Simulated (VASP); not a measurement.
# Pb (Fmmm) in VASP: a series of runs, part 2 of 2

VASP 6.6.1.

## (3) Single point, PBEsol (strain +0.0225 x Voigt [1, -1, 0, 0, 0, 0])

INCAR reads:

```
SYSTEM = Pb
ALGO     = Fast           ! electronic algorithm
EDIFF    = 1E-6           ! SCF threshold, eV
ENCUT    = 520            ! plane-wave cutoff, eV
GGA      = PS             ! functional
ISIF     = 2              ! what is computed and relaxed
ISMEAR   = 0              ! smearing method
LASPH    = .True.         ! aspherical terms in the spheres
LCHARG   = .False.        ! write CHGCAR
LREAL    = .False.        ! projectors in reciprocal space
LWAVE    = .False.        ! write WAVECAR
NBANDS   = 13             ! bands
NELM     = 60             ! most SCF steps
PREC     = Accurate       ! precision mode
SIGMA    = 0.15           ! smearing width, eV
```

KPOINTS reads:

```
k-points
0
Gamma
  16 16 16
  0 0 0
```

POSCAR reads:

```
Pb
1.0
    0.0000000000      2.4142295000      2.4698000000
    2.5253705000      0.0000000000      2.4698000000
    2.5253705000      2.4142295000      0.0000000000
Pb
1
Direct
    0.0000000000      0.0000000000      0.0000000000
```

Potentials or basis: VASP PAW PBE potentials, release 64 (Pb_d).

On the command line:

```sh
> cat potpaw_PBE.64/Pb_d/POTCAR > POTCAR
> mpirun -np 1 vasp_std > vasp.out
```

OUTCAR:

```text
SYSTEM = Pb
   EDIFF = 1E-6
   ENCUT = 520
   GGA = PS
   ISIF = 2
   ISMEAR = 0
   LASPH = .True.
   LREAL = .False.
   NELM = 60
   PREC = Accurate

 ion  position               nearest neighbor table
   1  0.000  0.000  0.000-

  LATTYP: Found a face centered orthorhombic cell.
 ALAT       =     4.8284590000
 B/A-ratio  =     1.0230179028
 C/A-ratio  =     1.0460358056

  Lattice vectors:

 A1 = (  -2.5253705000,   0.0000000000,  -2.4698000000)
 A2 = (  -2.5253705000,   2.4142295000,   0.0000000000)
 A3 = (   0.0000000000,   2.4142295000,  -2.4698000000)

Analysis of symmetry for initial positions (statically):
=====================================================================
 Subroutine PRICEL returns:
 Original cell was already a primitive cell.

 Routine SETGRP: Setting up the symmetry group for a
 face centered orthorhombic supercell.

 Subroutine GETGRP returns: Found  8 space group operations
 (whereof  8 operations were pure point group operations)
 out of a pool of  8 trial point group operations.

The static configuration has the point symmetry D_2h.

Analysis of symmetry for dynamics (positions and initial velocities):
=====================================================================
 Subroutine PRICEL returns:
 Original cell was already a primitive cell.

 Routine SETGRP: Setting up the symmetry group for a
 face centered orthorhombic supercell.

 Subroutine GETGRP returns: Found  8 space group operations
 (whereof  8 operations were pure point group operations)
 out of a pool of  8 trial point group operations.

The dynamic configuration has the point symmetry D_2h.

 Subroutine INISYM returns: Found  8 space group operations
 (whereof  8 operations are pure point group operations),
 and found     1 'primitive' translations

----------------------------------------------------------------------------------------

                                     Primitive cell

  volume of cell :      30.1159

  direct lattice vectors                    reciprocal lattice vectors
     0.000000000  2.414229500  2.469800000    -0.197990750  0.207105414  0.202445542
     2.525370500  0.000000000  2.469800000     0.197990750 -0.207105414  0.202445542
     2.525370500  2.414229500  0.000000000     0.197990750  0.207105414 -0.202445542

  length of vectors
     3.453753917  3.532337498  3.493708666     0.350823584  0.350823584  0.350823584

  position of ions in fractional coordinates (direct lattice)
     0.000000000  0.000000000  0.000000000

  ion indices of the primitive-cell ions
   primitive index   ion index
                 1           1

----------------------------------------------------------------------------------------

 KPOINTS: k-points

Automatic generation of k-mesh.
 Grid dimensions read from file:
 generate k-points for:   16   16   16

 Generating k-lattice:

  Cartesian coordinates                     Fractional coordinates (reciprocal lattice)
    -0.012374422  0.012944088  0.012652846     0.062500000 -0.000000000 -0.000000000
     0.012374422 -0.012944088  0.012652846     0.000000000  0.062500000  0.000000000
     0.012374422  0.012944088 -0.012652846     0.000000000  0.000000000  0.062500000

  Length of vectors
     0.021926474  0.021926474  0.021926474

  Shift w.r.t. Gamma in fractional coordinates (k-lattice)
     0.000000000  0.000000000  0.000000000

 Subroutine IBZKPT returns following result:
 ===========================================

 Found    621 irreducible k-points:

 Following reciprocal coordinates:
            Coordinates               Weight
  0.000000  0.000000  0.000000      1.000000
  0.062500  0.000000  0.000000      8.000000
  0.125000  0.000000  0.000000      8.000000
  0.187500  0.000000  0.000000      8.000000
  0.250000  0.000000  0.000000      8.000000
  0.312500  0.000000  0.000000      8.000000
[... 16 lines left out ...]
 -0.125000  0.062500 -0.000000      8.000000
 -0.062500  0.062500 -0.000000      4.000000
 [... further k-points ...]
   k-points           NKPTS =    621   k-points in BZ     NKDIM =    621   number of bands    NBANDS=     13
   number of dos      NEDOS =    301   number of ions     NIONS =      1
   total plane-waves  NPLWV =  21952
   dimension x,y,z NGX =    28 NGY =   28 NGZ =   28
   dimension x,y,z NGXF=    56 NGYF=   56 NGZF=   56
   ions per type =               1
   NGX,Y,Z   is equivalent  to a cutoff of  13.48, 13.18, 13.32 a.u.
   NGXF,Y,Z  is equivalent  to a cutoff of  26.96, 26.36, 26.65 a.u.
 SYSTEM =  Pb
   PREC   = accura    normal or accurate (medium, high low for compatibility)
   ISTART =      0    job   : 0-new  1-cont  2-samecut
   ICHARG =      2    charge: 1-file 2-atom 10-const
   ISPIN  =      1    spin polarized calculation?
   LNONCOLLINEAR =      F non collinear calculations
   LSORBIT =      F    spin-orbit coupling
   LASPH  =      T    aspherical Exc in radial PAW
   ENCUT  =  520.0 eV  38.22 Ry    6.18 a.u.   6.42  6.57  6.50*2*pi/ulx,y,z
   NELM   =     60;   NELMIN=  2; NELMDL= -5     # of ELM steps
   EDIFF  = 0.1E-05   stopping-criterion for ELM
   LREAL  =      F    real-space projection
   EDIFFG = 0.1E-04   stopping-criterion for IOM
   NSW    =      0    number of steps for IOM
   IBRION =     -1    ionic relax: 0-MD 1-quasi-New 2-CG
   NFREE  =      0    steps in history (QN), initial steepest desc. (CG)
   ISIF   =      2    stress and relaxation
   ISYM   =      2    0-nonsym 1-usesym 2-fastsym
   POTIM  = 0.5000    time-step for ionic-motion
   TEBEG  =    0.0;   TEEND  =   0.0 temperature during run
   PSTRESS=    0.0 pullay stress
   NELECT =      14.0000    total number of electrons
   NUPDOWN=      -1.0000    fix difference up-down
   EMIN   =  10.00;   EMAX   =-10.00  energy-range for DOS
   EFERMI =   0.00;   METHOD = LEGACY
   ISMEAR =     0;   SIGMA  =   0.15  broadening in eV -4-tet -1-fermi 0-gaus
   EFERMI_NEDOS =   21; number of points for ismear=-14 and -15
   IALGO  =     68    algorithm
   IMIX   =      4    mixing-type and parameters
     AMIX     =   0.40;   BMIX     =  1.00
     AMIX_MAG =   1.60;   BMIX_MAG =  1.00
  volume/ion in A,a.u.               =      30.12       203.23
  Fermi-wavevector in a.u.,A,eV,Ry     =   1.268194  2.396539 21.882468  1.608316
  Thomas-Fermi vector in A             =   2.401302
   LORBIT       =      0    0 simple, 1 ext, 2 COOP (PROOUT), +10 PAW based schemes
   GGA     = PS    functional components
   LHFCALC =     F    Hartree Fock is set to
   AEXX    =    0.0000 exact exchange contribution
   IVDW    =     0    specifies the selected vdW correction
   LEPSILON=     F    determine dielectric tensor
   LRPA    =     F    only Hartree local field effects (RPA)
 non-spin polarized calculation
 RMM-DIIS sequential band-by-band and
 Gauss-broadening in eV      SIGMA  =   0.15
  energy-cutoff  :      520.00
  volume of cell :       30.12
 maximum number of plane-waves:       833
 NGX is ok and might be reduce to    28
   NGX = 13   NGY = 13   NGZ = 13

 number of electron      13.9999998 magnetization

 Free energy of the ion-electron system (eV)
  ---------------------------------------------------
  ext. energy  EPLUGINS =         0.00000000
  ---------------------------------------------------
  free energy    TOTEN  =        -4.00208548 eV

  energy without entropy =       -3.99730462  energy(sigma->0) =       -3.99969505

 E-fermi :   7.2055     XC(G=0): -10.3743

 val. band max:        7.1912074865   @ k =  -0.4375   0.3125   0.1875
 cond. band min:       7.2129874168   @ k =  -0.2500   0.2500   0.3125
 fundamental gap:      0.0217799303
 Fermi energy:         7.2054940384

 k-point     1 :       0.0000    0.0000    0.0000
  band No.  band energies     occupation
      1      -9.8472      2.00000
      2      -9.8160      2.00000
      3      -9.7896      2.00000
      4      -9.6957      2.00000
      5      -9.6517      2.00000
      6      -4.6388      2.00000
      7      14.6005      0.00000
      8      14.6511      0.00000
      9      14.6826      0.00000
     10      16.9612      0.00000
     11      18.5872      0.00000
     12      19.6900      0.00000
     13      19.7252      0.00000
[... 353 lines left out ...]
 k-point    24 :      -0.0625    0.0625   -0.0000
  band No.  band energies     occupation
      1      -9.8413      2.00000
      2      -9.7968      2.00000
      3      -9.7854      2.00000
      4      -9.6952      2.00000
      5      -9.6535      2.00000
      6      -4.4365      2.00000
      7      12.8249      0.00000
      8      13.6750      0.00000
      9      14.7119      0.00000
     10      16.7546      0.00000
     11      19.1865      0.00000
     12      19.8073      0.00000
     13      19.8899      0.00000

 [... further k-points ...]

------------------------ aborting loop because EDIFF is reached ----------------------------------------

  FORCE on cell =-STRESS in cart. coord.  units (eV):
  Direction    XX          YY          ZZ          XY          YZ          ZX
  --------------------------------------------------------------------------------------
  -------------------------------------------------------------------------------------
  Total       -0.1213212      0.0486249     -0.0579020      0.0000000     -0.0000000      0.0000000
  in kB       -6.4543401      2.5868668     -3.0804132      0.0000000     -0.0000000      0.0000000
  external PRESSURE =      -2.3159622 kB  Pullay stress =       0.0000000 kB

 VOLUME and BASIS-vectors are now :
 -----------------------------------------------------------------------------
  energy-cutoff  :      520.00
  volume of cell :       30.12
      direct lattice vectors                 reciprocal lattice vectors
     0.000000000  2.414229500  2.469800000    -0.197990750  0.207105414  0.202445542
     2.525370500  0.000000000  2.469800000     0.197990750 -0.207105414  0.202445542
     2.525370500  2.414229500  0.000000000     0.197990750  0.207105414 -0.202445542

 POSITION                                       TOTAL-FORCE (eV/Angst)
 -----------------------------------------------------------------------------------
      0.00000      0.00000      0.00000         0.000000     -0.000000     -0.000000
 -----------------------------------------------------------------------------------
    total drift:                               -0.000000     -0.000000     -0.000000

  FREE ENERGIE OF THE ION-ELECTRON SYSTEM (eV)
  ---------------------------------------------------
  free  energy   TOTEN  =        -4.0020854770 eV

  energy  without entropy=       -3.9973046183  energy(sigma->0) =       -3.99969505
```

Wall time 2.2 min (1 thread of Intel Xeon 6975P-C (Granite Rapids), shared host); peak memory 0.33 GiB.

Results:

| Item | Value |
| --- | --- |
| Free energy | -4.0021 eV |
| Pressure | -0.2 GPa |
| Band gap on the k mesh | zero (bands 7 and 8 overlap by 9.25 eV) |

Caveat: the cell differs from its parent crystal (strain +0.0225 x Voigt [1, -1, 0, 0, 0, 0]); the PAW data sets were made with another functional, which shifts forces and pressure a little; spin-orbit coupling is left out, which moves the levels of the heavy elements.

The gap in the log of VASP goes by the Fermi energy; the results here count the filled bands.